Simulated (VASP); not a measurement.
# K (I4/mmm) in VASP: notebook

The runs below take K through single point, with PBEsol.

Everything below comes from runs of VASP 6.6.1. Logs are shortened: lines on timing, memory, paths and dates and some standing lists are left out, and cuts for length are marked.

### Step 1. The cell of the first run

Symmetry: I4/mmm, No. 139, tetragonal system. The conventional cell has a = 5.236 Å, b = 5.236 Å, c = 5.262 Å, α = 90.00°, β = 90.00°, γ = 90.00°.

### Step 2. Single point, PBEsol (strain +0.0050 x Voigt [0, 1, 0, 0, 0, 0])

File INCAR:

```
  PREC = Accurate
  ENCUT = 520
  EDIFF = 1E-6
  ISMEAR = 0
  SIGMA = 0.15
  LREAL = False
  LASPH = True
  NELM = 60
  ALGO = Fast
  ISIF = 2
  LWAVE = False
  LCHARG = False
  GGA = PS
  NBANDS = 10
```

File KPOINTS:

```
regular mesh
0
Gamma
  14 14 14
```

File POSCAR:

```
K
1.0
   -2.6180000000      2.6310900000      2.6180000000
    2.6180000000     -2.6310900000      2.6180000000
    2.6180000000      2.6310900000     -2.6180000000
K
1
Direct
    0.0000000000      0.0000000000      0.0000000000
```

Potentials or basis: VASP PAW PBE potentials, release 64 (K_sv).

Launch:

```
> cat potpaw_PBE.64/K_sv/POTCAR > POTCAR
> mpirun -np 1 vasp_std > vasp.out
```

OUTCAR:

```text
PREC = Accurate
   ENCUT = 520
   EDIFF = 1E-6
   ISMEAR = 0
   LREAL = False
   LASPH = True
   NELM = 60
   ISIF = 2
   GGA = PS

 ion  position               nearest neighbor table
   1  0.000  0.000  0.000-

  LATTYP: Found a body centered tetragonal cell.
 ALAT       =     5.2360000000
 C/A-ratio  =     1.0050000000

  Lattice vectors:

 A1 = (  -2.6180000000,  -2.6310900000,   2.6180000000)
 A2 = (   2.6180000000,  -2.6310900000,  -2.6180000000)
 A3 = (   2.6180000000,   2.6310900000,   2.6180000000)

Analysis of symmetry for initial positions (statically):
=====================================================================
 Subroutine PRICEL returns:
 Original cell was already a primitive cell.

 Routine SETGRP: Setting up the symmetry group for a
 body centered tetragonal supercell.

 Subroutine GETGRP returns: Found 16 space group operations
 (whereof 16 operations were pure point group operations)
 out of a pool of 16 trial point group operations.

The static configuration has the point symmetry D_4h.

Analysis of symmetry for dynamics (positions and initial velocities):
=====================================================================
 Subroutine PRICEL returns:
 Original cell was already a primitive cell.

 Routine SETGRP: Setting up the symmetry group for a
 body centered tetragonal supercell.

 Subroutine GETGRP returns: Found 16 space group operations
 (whereof 16 operations were pure point group operations)
 out of a pool of 16 trial point group operations.

The dynamic configuration has the point symmetry D_4h.

 Subroutine INISYM returns: Found 16 space group operations
 (whereof 16 operations are pure point group operations),
 and found     1 'primitive' translations

----------------------------------------------------------------------------------------

                                     Primitive cell

  volume of cell :      72.1332

  direct lattice vectors                    reciprocal lattice vectors
    -2.618000000  2.631090000  2.618000000     0.000000000  0.190035309  0.190985485
     2.618000000 -2.631090000  2.618000000     0.190985485  0.000000000  0.190985485
     2.618000000  2.631090000 -2.618000000     0.190985485  0.190035309  0.000000000

  length of vectors
     4.542079104  4.542079104  4.542079104     0.269423225  0.270094263  0.269423225

[... 70 lines left out ...]
   ISTART =      0    job   : 0-new  1-cont  2-samecut
   ICHARG =      2    charge: 1-file 2-atom 10-const
   ISPIN  =      1    spin polarized calculation?
   LNONCOLLINEAR =      F non collinear calculations
   LSORBIT =      F    spin-orbit coupling
   LASPH  =      T    aspherical Exc in radial PAW
   ENCUT  =  520.0 eV  38.22 Ry    6.18 a.u.   8.45  8.45  8.45*2*pi/ulx,y,z
   NELM   =     60;   NELMIN=  2; NELMDL= -5     # of ELM steps
   EDIFF  = 0.1E-05   stopping-criterion for ELM
   LREAL  =      F    real-space projection
[... 7 lines left out ...]
   TEBEG  =    0.0;   TEEND  =   0.0 temperature during run
   PSTRESS=    0.0 pullay stress
   NELECT =       9.0000    total number of electrons
   NUPDOWN=      -1.0000    fix difference up-down
   EMIN   =  10.00;   EMAX   =-10.00  energy-range for DOS
   EFERMI =   0.00;   METHOD = LEGACY
   ISMEAR =     0;   SIGMA  =   0.15  broadening in eV -4-tet -1-fermi 0-gaus
   EFERMI_NEDOS =   21; number of points for ismear=-14 and -15
   IALGO  =     68    algorithm
   IMIX   =      4    mixing-type and parameters
     AMIX     =   0.40;   BMIX     =  1.00
     AMIX_MAG =   1.60;   BMIX_MAG =  1.00
  volume/ion in A,a.u.               =      72.13       486.78
  Fermi-wavevector in a.u.,A,eV,Ry     =   0.818045  1.545881  9.104993  0.669198
  Thomas-Fermi vector in A             =   1.928602
   LORBIT       =      0    0 simple, 1 ext, 2 COOP (PROOUT), +10 PAW based schemes
   GGA     = PS    functional components
   LHFCALC =     F    Hartree Fock is set to
   AEXX    =    0.0000 exact exchange contribution
   IVDW    =     0    specifies the selected vdW correction
   LEPSILON=     F    determine dielectric tensor
   LRPA    =     F    only Hartree local field effects (RPA)
 non-spin polarized calculation
 RMM-DIIS sequential band-by-band and
 Gauss-broadening in eV      SIGMA  =   0.15
  energy-cutoff  :      520.00
  volume of cell :       72.13
 maximum number of plane-waves:      1961
 NGX is ok and might be reduce to    36
   NGX = 17   NGY = 17   NGZ = 17

 number of electron       9.0000001 magnetization

 Free energy of the ion-electron system (eV)
  ---------------------------------------------------
  ext. energy  EPLUGINS =         0.00000000
  ---------------------------------------------------
  free energy    TOTEN  =        -1.13757302 eV

  energy without entropy =       -1.12891537  energy(sigma->0) =       -1.13324419

 E-fermi :  -0.1261     XC(G=0):  -5.7450

 val. band max:       -0.1437920631   @ k =   0.2143   0.2857   0.0000
 cond. band min:      -0.1073682564   @ k =   0.3571   0.0714   0.0714
 fundamental gap:      0.0364238067
 Fermi energy:        -0.1261358951

 k-point     1 :       0.0000    0.0000    0.0000
  band No.  band energies     occupation
      1     -32.1066      2.00000
      2     -15.6150      2.00000
      3     -15.6150      2.00000
      4     -15.6149      2.00000
      5      -2.3115      2.00000
      6       4.1811      0.00000
      7       4.1811      0.00000
      8       4.2062      0.00000
      9       5.1054      0.00000
     10       5.1388      0.00000
[... 287 lines left out ...]
 k-point    24 :       0.1429    0.1429    0.0000
  band No.  band energies     occupation
      1     -32.1043      2.00000
      2     -15.6504      2.00000
      3     -15.6251      2.00000
      4     -15.6183      2.00000
      5      -1.5583      2.00000
      6       3.0294      0.00000
      7       3.3261      0.00000
      8       4.7186      0.00000
      9       4.7322      0.00000
     10       5.3590      0.00000

 [... further k-points ...]
[... 5 lines left out ...]
  --------------------------------------------------------------------------------------
  -------------------------------------------------------------------------------------
  Total       -0.0297433     -0.0316416     -0.0297433      0.0000000     -0.0000000      0.0000000
  in kB       -0.6606406     -0.7028047     -0.6606406      0.0000000     -0.0000000      0.0000000
  external PRESSURE =      -0.6746953 kB  Pullay stress =       0.0000000 kB

 VOLUME and BASIS-vectors are now :
 -----------------------------------------------------------------------------
  energy-cutoff  :      520.00
  volume of cell :       72.13
      direct lattice vectors                 reciprocal lattice vectors
    -2.618000000  2.631090000  2.618000000     0.000000000  0.190035309  0.190985485
     2.618000000 -2.631090000  2.618000000     0.190985485  0.000000000  0.190985485
     2.618000000  2.631090000 -2.618000000     0.190985485  0.190035309  0.000000000

 POSITION                                       TOTAL-FORCE (eV/Angst)
 -----------------------------------------------------------------------------------
      0.00000      0.00000      0.00000         0.000000     -0.000000     -0.000000
 -----------------------------------------------------------------------------------
    total drift:                               -0.000000      0.000000      0.000000

  FREE ENERGIE OF THE ION-ELECTRON SYSTEM (eV)
  ---------------------------------------------------
  free  energy   TOTEN  =        -1.1375730200 eV

  energy  without entropy=       -1.1289153657  energy(sigma->0) =       -1.13324419
```

OSZICAR:

```text
N       E                     dE             d eps       ncg     rms          rms(c)
DAV:   1     0.463254275214E+02    0.46325E+02   -0.35730E+03  4880   0.689E+02
DAV:   2     0.484483732575E+00   -0.45841E+02   -0.45187E+02  5230   0.192E+02
DAV:   3    -0.108709060709E+01   -0.15716E+01   -0.15656E+01  7706   0.284E+01
DAV:   4    -0.113879410041E+01   -0.51703E-01   -0.51654E-01  6758   0.423E+00
DAV:   5    -0.113982022875E+01   -0.10261E-02   -0.10259E-02  7492   0.451E-01    0.198E+00
RMM:   6    -0.113793527698E+01    0.18850E-02   -0.24670E-03  6689   0.356E-01    0.130E+00
RMM:   7    -0.113749703254E+01    0.43824E-03   -0.57518E-03  7038   0.478E-01    0.844E-02
RMM:   8    -0.113753837340E+01   -0.41341E-04   -0.91843E-04  7574   0.281E-01    0.324E-02
RMM:   9    -0.113756912227E+01   -0.30749E-04   -0.11673E-04  7887   0.756E-02    0.158E-02
RMM:  10    -0.113757122478E+01   -0.21025E-05   -0.42570E-05  8111   0.409E-02    0.623E-03
RMM:  11    -0.113757230150E+01   -0.10767E-05   -0.79025E-06  7845   0.164E-02    0.481E-03
RMM:  12    -0.113757302002E+01   -0.71852E-06   -0.28075E-06  6766   0.949E-03
   1 F= -.11375730E+01 E0= -.11332442E+01  d E =-.865765E-02
```

stdout:

```text
POSCAR found type information on POSCAR K
 POSCAR found :  1 types and       1 ions
 scaLAPACK will be used
 -----------------------------------------------------------------------------
|                                                                             |
|                                                                             |
|     You enforced a specific xc type in the INCAR file but a different       |
|     I HOPE YOU KNOW WHAT YOU ARE DOING!                                     |
|                                                                             |
 -----------------------------------------------------------------------------

 LDA part: xc-table for (Slater+PW92), standard interpolation
 POSCAR, INCAR and KPOINTS ok, starting setup
 FFT: planning ... GRIDC
 FFT: planning ... GRID_SOFT
 FFT: planning ... GRID
 WAVECAR not read
 entering main loop
```

Wall time 4.1 min (1 thread of Intel Xeon 8259CL, shared host); peak memory 0.32 GiB.

Results:

```yaml
Free_energy: -1.1376 eV
Pressure: -0.1 GPa
Band_gap_on_the_k_mesh: zero (an odd number of electrons rules out a gap without spin polarisation)
```

Caveat: the cell differs from its parent crystal (strain +0.0050 x Voigt [0, 1, 0, 0, 0, 0]); the PAW data sets were made with another functional, which shifts forces and pressure a little.

### Step 3. Single point, PBEsol (strain +0.0150 x Voigt [0, 1, 0, 0, 0, 0])

File INCAR:

```
PREC     = Accurate       # precision mode
ENCUT    = 520            # plane-wave cutoff, eV
EDIFF    = 1E-6           # SCF threshold, eV
ISMEAR   = 0              # smearing method
SIGMA    = 0.15           # smearing width, eV
LREAL    = False          # projectors in reciprocal space
LASPH    = True           # aspherical terms in the spheres
NELM     = 100            # most SCF steps
ALGO     = Fast           # electronic algorithm
ISIF     = 2              # what is computed and relaxed
LWAVE    = False          # write WAVECAR
LCHARG   = True           # write CHGCAR
GGA      = PS             # functional
LELF     = True           # ELF
LVHAR    = True         
NBANDS   = 10             # bands
```

File KPOINTS:

```
Automatic mesh
0
Gamma
  14 14 14
```

File POSCAR:

```
K
1.0
   -2.6180000000      2.6572700000      2.6180000000
    2.6180000000     -2.6572700000      2.6180000000
    2.6180000000      2.6572700000     -2.6180000000
K
1
Direct
    0.0000000000      0.0000000000      0.0000000000
```

Potentials or basis: VASP PAW PBE potentials, release 64 (K_sv).

Launch:

```
> cat potpaw_PBE.64/K_sv/POTCAR > POTCAR
> mpirun -np 1 vasp_std > vasp.out
```

Wall time 3.6 min (1 thread of Intel Xeon 8259CL, shared host); peak memory 0.32 GiB.

The run converged. Its results:

- Free energy: -1.1372 eV
- Pressure: -0.1 GPa
- Band gap on the k mesh: zero (an odd number of electrons rules out a gap without spin polarisation)

Levels at points of the mesh, in eV from the Fermi level:
```csv
k point,band 2,band 3,band 4,band 5,band 6,band 7,band 8,band 9
"(0.00, 0.00, 0.00)",-15.50,-15.50,-15.50,-2.17,4.28,4.28,4.36,5.18
"(0.50, 0.00, 0.00)",-15.57,-15.52,-15.50,0.43,0.68,3.20,4.88,5.75
"(0.00, 0.50, 0.00)",-15.57,-15.52,-15.50,0.47,0.72,3.11,4.93,5.80
"(0.50, 0.50, 0.50)",-15.55,-15.55,-15.55,1.65,1.70,3.38,3.55,3.55
```

Caveat: the cell differs from its parent crystal (strain +0.0150 x Voigt [0, 1, 0, 0, 0, 0]); the PAW data sets were made with another functional, which shifts forces and pressure a little.

### Step 4. Single point, PBEsol (strain +0.0175 x Voigt [0, 1, 0, 0, 0, 0])

File INCAR:

```
PREC     = Accurate       # precision mode
ENCUT    = 520            # plane-wave cutoff, eV
EDIFF    = 1E-7           # SCF threshold, eV
ISMEAR   = 0              # smearing method
SIGMA    = 0.15           # smearing width, eV
LREAL    = F              # projectors in reciprocal space
LASPH    = T              # aspherical terms in the spheres
NELM     = 100            # most SCF steps
ALGO     = Fast           # electronic algorithm
ISIF     = 2              # what is computed and relaxed
LWAVE    = F              # write WAVECAR
LCHARG   = F              # write CHGCAR
GGA      = PS             # functional
NBANDS   = 10             # bands
```

File KPOINTS:

```
regular mesh
0
Gamma
  14 14 14
```

File POSCAR:

```
K
1.0
   -2.6180000000      2.6638150000      2.6180000000
    2.6180000000     -2.6638150000      2.6180000000
    2.6180000000      2.6638150000     -2.6180000000
K
1
Direct
    0.0000000000      0.0000000000      0.0000000000
```

Launch:

```
> cat potpaw_PBE.64/K_sv/POTCAR > POTCAR
> mpirun -np 1 vasp_std > vasp.out
```

Run time: 6 min. Hardware: 1 thread of Intel Xeon 8259CL, shared host; peak memory 0.32 GiB.

It converged, with:

```
Free energy            : -1.1371 eV
Pressure               : -0.1 GPa
Band gap on the k mesh : zero (an odd number of electrons rules out a gap without spin polarisation)
```

Levels at points of the mesh, in eV from the Fermi level:
| k point | band 2 | band 3 | band 4 | band 5 | band 6 | band 7 | band 8 | band 9 |
| --- | --- | --- | --- | --- | --- | --- | --- | --- |
| (0.00, 0.00, 0.00) | -15.50 | -15.50 | -15.50 | -2.17 | 4.28 | 4.28 | 4.36 | 5.17 |
| (0.50, 0.00, 0.00) | -15.57 | -15.52 | -15.50 | 0.43 | 0.68 | 3.20 | 4.87 | 5.75 |
| (0.00, 0.50, 0.00) | -15.57 | -15.52 | -15.50 | 0.47 | 0.72 | 3.10 | 4.93 | 5.80 |
| (0.50, 0.50, 0.50) | -15.55 | -15.55 | -15.55 | 1.64 | 1.70 | 3.36 | 3.55 | 3.55 |

Caveat: the cell differs from its parent crystal (strain +0.0175 x Voigt [0, 1, 0, 0, 0, 0]); the PAW data sets were made with another functional, which shifts forces and pressure a little.

### Step 5. Overview

```csv
cell,further INCAR settings,gap on the mesh (eV),pressure (GPa)
"a = 4.542 Å, angles 109.6, 109.2, 109.6°, 1 atom",ALGO = Fast; EDIFF = 1e-06; NBANDS = 10,none,-0.1
"a = 4.557 Å, angles 109.9, 108.7, 109.9°, 1 atom",ALGO = Fast; EDIFF = 1e-06; NBANDS = 10,none,-0.1
"a = 4.561 Å, angles 109.9, 108.5, 109.9°, 1 atom",ALGO = Fast; EDIFF = 1e-07; NBANDS = 10,none,-0.1
```

Alike in all rows: task single point; level PBEsol; potentials or basis VASP PAW PBE potentials, release 64 (K_sv); no spin polarisation; k mesh 14 × 14 × 14; cutoff (eV) 520; smearing gaussian 0.15 eV.

Caveats: the PAW data sets were made with another functional, which shifts forces and pressure a little.

Total energies depend on the potentials used, so only differences within one code and one set of settings carry meaning.
